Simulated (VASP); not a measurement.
Crystal: ZnHOF.

```
Zn H O F
1.0
    10.22800    0.00000    0.00000
     0.00000    3.11250    0.00000
     0.00000    0.00000    4.71650
Zn H O F
4 4 4 4
Cartesian
  1.3117 2.3344 2.4755
  3.8023 0.7781 0.1172
  6.4257 2.3344 4.5993
  8.9163 0.7781 2.2410
  9.3493 2.3344 4.2620
  5.9927 0.7781 1.9038
  4.2353 2.3344 2.8127
  0.8787 0.7781 0.4545
  4.5189 2.3344 3.7507
  0.5951 0.7781 1.3925
  9.6329 2.3344 3.3240
  5.7091 0.7781 0.9658
  1.9797 0.7781 3.7824
  3.1343 2.3344 1.4242
  7.0937 0.7781 3.2923
  8.2483 2.3344 0.9341
```

Base run:

| Item | Value |
| --- | --- |
| Program | VASP 6.6.1 |
| Functional | r2SCAN |
| Potentials or basis | VASP PAW PBE potentials, release 64 (Zn, H, O, F) |
| Cutoff | 520 eV |
| k mesh | 2 × 7 × 5 |
| Occupations | fermi-dirac, width 0.02 eV |
| Spin | no spin polarisation |

Its results: band gap on the k mesh 3.27 eV; pressure -0.7 GPa; largest force 0.308 eV/Å.

Task: The run is repeated on the same cell with these changes: functional from r2SCAN to PBE; further incar settings from LREAL = Auto; ALGO = Normal; EDIFF = 1e-08; NBANDS = 66 to LREAL = Auto; ALGO = Normal; EDIFF = 1e-07; NBANDS = 66. What comes out?

Result: Band gap on the k mesh 2.68 eV; pressure 5.2 GPa; largest force 0.082 eV/Å.

Caveats: the PAW data sets were made with another functional, which shifts forces and pressure a little (at least some runs); the cell stands under pressure (at least some runs).

